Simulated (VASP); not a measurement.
# Bi2S3 (Pnma) in VASP: electric field gradients with PBE

Aim: the electric field gradients of Bi2S3 with PBE.

Program: VASP 6.6.1. These are calculated values, not measurements. Logs are shortened: lines on timing, memory, paths and dates and some standing lists are left out, and cuts for length are marked.

## Step 1: The cell of the first run

Symmetry: Pnma, No. 62, orthorhombic system. Conventional cell: a = 10.701 Å, b = 3.866 Å, c = 10.565 Å, α = 90.00°, β = 90.00°, γ = 90.00°. Bi (site symmetry m) has 7 S at 2.66 to 2.94 Å within 3.5 Å. Within 3.4 Å of Bi (site symmetry m) lie 7 S at 2.59 to 3.06 Å. S (site symmetry m) has 5 Bi at 2.59 to 2.90 Å and 7 S at 3.51 to 3.59 Å within 3.6 Å. S (site symmetry m) has 5 Bi at 2.66 to 3.06 Å and 6 S at 3.20 to 3.56 Å within 3.6 Å. S (site symmetry m) has 5 Bi at 2.68 to 3.68 Å and 7 S at 3.20 to 3.59 Å within 3.7 Å.

## Step 2: Electric field gradients, PBE

Contents of INCAR:

```
PREC = Accurate ; ENCUT = 520
EDIFF = 1E-8 ; ISMEAR = -1
SIGMA = 0.15 ; LREAL = Auto
LASPH = True ; NELM = 100
ALGO = Normal ; ISIF = 2
LWAVE = False ; LCHARG = False
GGA = PE ; LEFG = True
NBANDS = 112 ; KPAR = 4
```

Contents of KPOINTS:

```
Automatic mesh
0
Gamma
  3 7 3
  0.5 0.5 0.5
```

Contents of POSCAR:

```
Bi2S3
1.0
   10.7010000000      0.0000000000      0.0000000000
    0.0000000000      3.8655000000      0.0000000000
    0.0000000000      0.0000000000     10.5650000000
Bi S
8 12
Direct
    0.9971000000      0.2500000000      0.6744000000
    0.5029000000      0.7500000000      0.1744000000
    0.4971000000      0.2500000000      0.8256000000
    0.0029000000      0.7500000000      0.3256000000
    0.3275000000      0.2500000000      0.4674000000
    0.1725000000      0.7500000000      0.9674000000
    0.8275000000      0.2500000000      0.0326000000
    0.6725000000      0.7500000000      0.5326000000
    0.0493000000      0.2500000000      0.1296000000
    0.4507000000      0.7500000000      0.6296000000
    0.5493000000      0.2500000000      0.3704000000
    0.9507000000      0.7500000000      0.8704000000
    0.3745000000      0.2500000000      0.0607000000
    0.1255000000      0.7500000000      0.5607000000
    0.8745000000      0.2500000000      0.4393000000
    0.6255000000      0.7500000000      0.9393000000
    0.2232000000      0.2500000000      0.7990000000
    0.2768000000      0.7500000000      0.2990000000
    0.7232000000      0.2500000000      0.7010000000
    0.7768000000      0.7500000000      0.2010000000
```

Potentials or basis: VASP PAW PBE potentials, release 64 (Bi_d, S).

Run with:

```console
$ cat potpaw_PBE.64/Bi_d/POTCAR potpaw_PBE.64/S/POTCAR > POTCAR
$ mpirun -np 4 vasp_std > vasp.out
```

OUTCAR:

```text
PREC = Accurate
   ENCUT = 520
   EDIFF = 1E-8
   ISMEAR = -1
   LREAL = Auto
   LASPH = True
   NELM = 100
   ISIF = 2
   GGA = PE

 ion  position               nearest neighbor table
   1  0.997  0.250  0.674-  14 2.66  14 2.66  17 2.75  15 2.81  12 2.88  12 2.88  19 2.94
   2  0.503  0.750  0.174-  13 2.66  13 2.66  18 2.75  16 2.81  11 2.88  11 2.88  20 2.94
   3  0.497  0.250  0.826-  16 2.66  16 2.66  19 2.75  13 2.81  10 2.88  10 2.88  17 2.94
   4  0.003  0.750  0.326-  15 2.66  15 2.66  20 2.75  14 2.81   9 2.88   9 2.88  18 2.94
   5  0.328  0.250  0.467-  11 2.59  18 2.68  18 2.68  10 2.90  10 2.90  14 3.06  14 3.06
   6  0.172  0.750  0.967-  12 2.59  17 2.68  17 2.68   9 2.90   9 2.90  13 3.06  13 3.06
   7  0.828  0.250  0.033-   9 2.59  20 2.68  20 2.68  12 2.90  12 2.90  16 3.06  16 3.06
   8  0.672  0.750  0.533-  10 2.59  19 2.68  19 2.68  11 2.90  11 2.90  15 3.06  15 3.06
   9  0.049  0.250  0.130-   7 2.59   4 2.88   4 2.88   6 2.90   6 2.90
  10  0.451  0.750  0.630-   8 2.59   3 2.88   3 2.88   5 2.90   5 2.90
  11  0.549  0.250  0.370-   5 2.59   2 2.88   2 2.88   8 2.90   8 2.90
  12  0.951  0.750  0.870-   6 2.59   1 2.88   1 2.88   7 2.90   7 2.90
  13  0.374  0.250  0.061-   2 2.66   2 2.66   3 2.81   6 3.06   6 3.06
  14  0.126  0.750  0.561-   1 2.66   1 2.66   4 2.81   5 3.06   5 3.06
  15  0.874  0.250  0.439-   4 2.66   4 2.66   1 2.81   8 3.06   8 3.06
  16  0.626  0.750  0.939-   3 2.66   3 2.66   2 2.81   7 3.06   7 3.06
  17  0.223  0.250  0.799-   6 2.68   6 2.68   1 2.75   3 2.94
  18  0.277  0.750  0.299-   5 2.68   5 2.68   2 2.75   4 2.94
  19  0.723  0.250  0.701-   8 2.68   8 2.68   3 2.75   1 2.94
  20  0.777  0.750  0.201-   7 2.68   7 2.68   4 2.75   2 2.94

  LATTYP: Found a simple orthorhombic cell.
 ALAT       =     3.8655000000
 B/A-ratio  =     2.7331522442
 C/A-ratio  =     2.7683352736

  Lattice vectors:

 A1 = (   0.0000000000,   3.8655000000,   0.0000000000)
 A2 = (   0.0000000000,   0.0000000000,  10.5650000000)
 A3 = (  10.7010000000,   0.0000000000,   0.0000000000)

Analysis of symmetry for initial positions (statically):
=====================================================================
 Subroutine PRICEL returns:
 Original cell was already a primitive cell.

 Routine SETGRP: Setting up the symmetry group for a
 simple orthorhombic supercell.

 Subroutine GETGRP returns: Found  8 space group operations
 (whereof  2 operations were pure point group operations)
 out of a pool of  8 trial point group operations.

The static configuration has the point symmetry S_2 .
 The point group associated with its full space group is D_2h.

Analysis of symmetry for dynamics (positions and initial velocities):
=====================================================================
 Subroutine PRICEL returns:
 Original cell was already a primitive cell.

 Routine SETGRP: Setting up the symmetry group for a
 simple orthorhombic supercell.

 Subroutine GETGRP returns: Found  8 space group operations
 (whereof  2 operations were pure point group operations)
 out of a pool of  8 trial point group operations.

The dynamic configuration has the point symmetry S_2 .
 The point group associated with its full space group is D_2h.

 Subroutine INISYM returns: Found  8 space group operations
 (whereof  2 operations are pure point group operations),
 and found     1 'primitive' translations

----------------------------------------------------------------------------------------

                                     Primitive cell

  volume of cell :     437.0182

  direct lattice vectors                    reciprocal lattice vectors
    10.701000000  0.000000000  0.000000000     0.093449210  0.000000000  0.000000000
     0.000000000  3.865500000  0.000000000     0.000000000  0.258698745  0.000000000
     0.000000000  0.000000000 10.565000000     0.000000000  0.000000000  0.094652153

  length of vectors
    10.701000000  3.865500000 10.565000000     0.093449210  0.258698745  0.094652153

  position of ions in fractional coordinates (direct lattice)
     0.997100000  0.250000000  0.674400000
     0.502900000  0.750000000  0.174400000
     0.497100000  0.250000000  0.825600000
     0.002900000  0.750000000  0.325600000
     0.327500000  0.250000000  0.467400000
     0.172500000  0.750000000  0.967400000
[... 12 lines left out ...]
     0.723200000  0.250000000  0.701000000
     0.776800000  0.750000000  0.201000000

  ion indices of the primitive-cell ions
   primitive index   ion index
                 1           1
                 2           2
                 3           3
                 4           4
                 5           5
                 6           6
[... 12 lines left out ...]
                19          19
                20          20

[... 54 lines left out ...]
   ISTART =      0    job   : 0-new  1-cont  2-samecut
   ICHARG =      2    charge: 1-file 2-atom 10-const
   ISPIN  =      1    spin polarized calculation?
   LNONCOLLINEAR =      F non collinear calculations
   LSORBIT =      F    spin-orbit coupling
   LASPH  =      T    aspherical Exc in radial PAW
   ENCUT  =  520.0 eV  38.22 Ry    6.18 a.u.  19.90  7.19 19.64*2*pi/ulx,y,z
   NELM   =    100;   NELMIN=  2; NELMDL= -5     # of ELM steps
   EDIFF  = 0.1E-07   stopping-criterion for ELM
   LREAL  =      T    real-space projection
   EDIFFG = 0.1E-06   stopping-criterion for IOM
   NSW    =      0    number of steps for IOM
   IBRION =     -1    ionic relax: 0-MD 1-quasi-New 2-CG
   NFREE  =      0    steps in history (QN), initial steepest desc. (CG)
   ISIF   =      2    stress and relaxation
   ISYM   =      2    0-nonsym 1-usesym 2-fastsym
   POTIM  = 0.5000    time-step for ionic-motion
   TEBEG  =    0.0;   TEEND  =   0.0 temperature during run
   PSTRESS=    0.0 pullay stress
   NELECT =     192.0000    total number of electrons
   NUPDOWN=      -1.0000    fix difference up-down
   EMIN   =  10.00;   EMAX   =-10.00  energy-range for DOS
   EFERMI =   0.00;   METHOD = LEGACY
   ISMEAR =    -1;   SIGMA  =   0.15  broadening in eV -4-tet -1-fermi 0-gaus
   EFERMI_NEDOS =   21; number of points for ismear=-14 and -15
   IALGO  =     38    algorithm
   IMIX   =      4    mixing-type and parameters
     AMIX     =   0.40;   BMIX     =  1.00
     AMIX_MAG =   1.60;   BMIX_MAG =  1.00
  volume/ion in A,a.u.               =      21.85       147.46
  Fermi-wavevector in a.u.,A,eV,Ry     =   1.244540  2.351839 21.073776  1.548879
  Thomas-Fermi vector in A             =   2.378802
   LORBIT       =      0    0 simple, 1 ext, 2 COOP (PROOUT), +10 PAW based schemes
   GGA     = PE    functional components
   LHFCALC =     F    Hartree Fock is set to
   AEXX    =    0.0000 exact exchange contribution
   IVDW    =     0    specifies the selected vdW correction
   LEPSILON=     F    determine dielectric tensor
   LRPA    =     F    only Hartree local field effects (RPA)
 non-spin polarized calculation
  energy-cutoff  :      520.00
  volume of cell :      437.02
 maximum number of plane-waves:     11798
 NGX is ok and might be reduce to    80
   NGX = 39   NGY = 15   NGZ = 39

 number of electron     191.9999944 magnetization

 Free energy of the ion-electron system (eV)
  ---------------------------------------------------
  ext. energy  EPLUGINS =         0.00000000
  ---------------------------------------------------
  free energy    TOTEN  =       -85.43915261 eV

  energy without entropy =      -85.42028384  energy(sigma->0) =      -85.42971823

 E-fermi :   7.7894     XC(G=0): -10.4313

 val. band max:        7.0492292594   @ k =   0.1667   0.0714   0.1667
 cond. band min:       8.4374780761   @ k =   0.1667   0.2143   0.1667
 fundamental gap:      1.3882488168
 Fermi energy:         7.7893576830

 k-point     1 :       0.1667    0.0714    0.1667
  band No.  band energies     occupation
      1     -15.6364      2.00000
      2     -15.6341      2.00000
      3     -15.6309      2.00000
      4     -15.6303      2.00000
      5     -15.6199      2.00000
      6     -15.6188      2.00000
[... 1765 lines left out ...]
    107      10.9992      0.00000
    108      10.9992      0.00000
 [bands above 108 left out]

------------------------ aborting loop because EDIFF is reached ----------------------------------------

  FORCE on cell =-STRESS in cart. coord.  units (eV):
  Direction    XX          YY          ZZ          XY          YZ          ZX
  --------------------------------------------------------------------------------------
  -------------------------------------------------------------------------------------
  Total       30.6923721     29.7583898     29.6393840      0.0000000     -0.0000000      0.0000000
  in kB      112.5230495    109.0989241    108.6626301      0.0000000     -0.0000000      0.0000000
  external PRESSURE =     110.0948679 kB  Pullay stress =       0.0000000 kB

 VOLUME and BASIS-vectors are now :
 -----------------------------------------------------------------------------
  energy-cutoff  :      520.00
  volume of cell :      437.02
      direct lattice vectors                 reciprocal lattice vectors
    10.701000000  0.000000000  0.000000000     0.093449210  0.000000000  0.000000000
     0.000000000  3.865500000  0.000000000     0.000000000  0.258698745  0.000000000
     0.000000000  0.000000000 10.565000000     0.000000000  0.000000000  0.094652153

 POSITION                                       TOTAL-FORCE (eV/Angst)
 -----------------------------------------------------------------------------------
     10.66997      0.96637      7.12504        -0.212063     -0.000000      0.109651
      5.38153      2.89912      1.84254         0.212063     -0.000000      0.109651
      5.31947      0.96637      8.72246        -0.212063     -0.000000     -0.109651
      0.03103      2.89912      3.43996         0.212063      0.000000     -0.109651
      3.50458      0.96637      4.93808        -0.301632     -0.000000      0.401446
      1.84592      2.89912     10.22058         0.301632     -0.000000      0.401446
[... 12 lines left out ...]
      7.73896      0.96637      7.40607         0.080070     -0.000000      0.265267
      8.31254      2.89912      2.12357        -0.080070     -0.000000      0.265267
 -----------------------------------------------------------------------------------
    total drift:                                0.000000      0.000000      0.000000

  FREE ENERGIE OF THE ION-ELECTRON SYSTEM (eV)
  ---------------------------------------------------
  free  energy   TOTEN  =       -85.4391526146 eV

  energy  without entropy=      -85.4202838380  energy(sigma->0) =      -85.42971823

 Electric field gradients (V/A^2)
---------------------------------------------------------------------
 ion       V_xx      V_yy      V_zz      V_xy      V_xz      V_yz
---------------------------------------------------------------------
   1      15.365   -18.602     3.238    -0.000     8.263     0.000
   2      15.365   -18.602     3.238     0.000    -8.263    -0.000
   3      15.365   -18.602     3.238    -0.000    -8.263    -0.000
   4      15.365   -18.602     3.238     0.000     8.263     0.000
   5     -27.968    81.710   -53.742    -0.000   118.905    -0.000
   6     -27.968    81.710   -53.742    -0.000  -118.905     0.000
[... 12 lines left out ...]
  19     -10.216    16.992    -6.776    -0.000     2.234     0.000
  20     -10.216    16.992    -6.776     0.000    -2.234    -0.000
---------------------------------------------------------------------

 Electric field gradients after diagonalization (V/A^2)
 (convention: |V_zz| > |V_xx| > |V_yy|)
----------------------------------------------------------------------
 ion       V_xx      V_yy      V_zz     asymmetry (V_yy - V_xx)/ V_zz
----------------------------------------------------------------------
   1     -18.602    -0.948    19.550       0.903
   2     -18.602    -0.948    19.550       0.903
   3     -18.602    -0.948    19.550       0.903
   4     -18.602    -0.948    19.550       0.903
   5      81.710    78.746  -160.456       0.018
   6      81.710    78.746  -160.456       0.018
[... 12 lines left out ...]
  19     -11.316    -5.676    16.992       0.332
  20     -11.316    -5.676    16.992       0.332
----------------------------------------------------------------------

           NMR quadrupolar parameters

 Cq : quadrupolar parameter    Cq=e*Q*V_zz/h
 eta: asymmetry parameters     (V_yy - V_xx)/ V_zz
 Q  : nuclear electric quadrupole moment in mb (millibarn)
----------------------------------------------------------------------
 ion       Cq(MHz)       eta       Q (mb)
----------------------------------------------------------------------
   1       0.047       0.903       1.000
   2       0.047       0.903       1.000
   3       0.047       0.903       1.000
   4       0.047       0.903       1.000
   5      -0.388       0.018       1.000
   6      -0.388       0.018       1.000
[... 12 lines left out ...]
  19       0.041       0.332       1.000
  20       0.041       0.332       1.000
----------------------------------------------------------------------
```

Wall time 6 min (4 MPI ranks of AMD EPYC 7R43 (Zen 3), shared host); peak memory 0.69 GiB.

What came out:

- Free energy: -85.4392 eV
- Pressure: 11.0 GPa
- Largest force: 0.502 eV/Å
- Band gap on the k mesh: 1.39 eV (least direct gap 1.43 eV)
- Largest electric field gradient by atom: Bi +19.6, -160.5 (each value once); S -26.4, -56.5, +17.0 (each value once) V/Å²

Forces on the atoms (eV/Å):
```
Bi  -0.212  0.000  0.110
Bi   0.212  0.000  0.110
Bi  -0.212  0.000 -0.110
Bi   0.212  0.000 -0.110
Bi  -0.302  0.000  0.401
Bi   0.302  0.000  0.401
Bi  -0.302  0.000 -0.401
Bi   0.302  0.000 -0.401
S    0.414  0.000  0.123
S   -0.414  0.000  0.123
S    0.414  0.000 -0.123
S   -0.414  0.000 -0.123
S   -0.163  0.000 -0.126
S    0.163  0.000 -0.126
S   -0.163  0.000  0.126
S    0.163  0.000  0.126
S    0.080  0.000 -0.265
S   -0.080  0.000 -0.265
S    0.080  0.000  0.265
S   -0.080  0.000  0.265
```

Levels at points of the mesh, in eV from the valence-band top:
```csv
k point,band 92,band 93,band 94,band 95,band 96,band 97,band 98,band 99,band 100,band 101
"(0.50, 0.50, 0.50)",-1.19,-0.71,-0.71,-0.71,-0.71,2.05,2.05,2.05,2.05,2.75
```

Electric field gradients, principal values (V/Å²):
```tsv
atom	least	middle	greatest (by size)
1 Bi	-0.948	-18.602	19.550
2 Bi	-0.948	-18.602	19.550
3 Bi	-0.948	-18.602	19.550
4 Bi	-0.948	-18.602	19.550
5 Bi	78.746	81.710	-160.456
6 Bi	78.746	81.710	-160.456
7 Bi	78.746	81.710	-160.456
8 Bi	78.746	81.710	-160.456
9 S	2.333	24.022	-26.355
10 S	2.333	24.022	-26.355
11 S	2.333	24.022	-26.355
12 S	2.333	24.022	-26.355
13 S	27.247	29.256	-56.504
14 S	27.247	29.256	-56.504
15 S	27.247	29.256	-56.504
16 S	27.247	29.256	-56.504
17 S	-5.676	-11.316	16.992
18 S	-5.676	-11.316	16.992
19 S	-5.676	-11.316	16.992
20 S	-5.676	-11.316	16.992
```

Caveat: the cell stands under pressure; without QUAD_EFG the Cq values of the log hold for a quadrupole moment of 1 mb, not for the nuclei; spin-orbit coupling is left out, which moves the levels of the heavy elements; a shifted mesh leaves out Γ, where band edges can lie. A k mesh can miss the band edges.
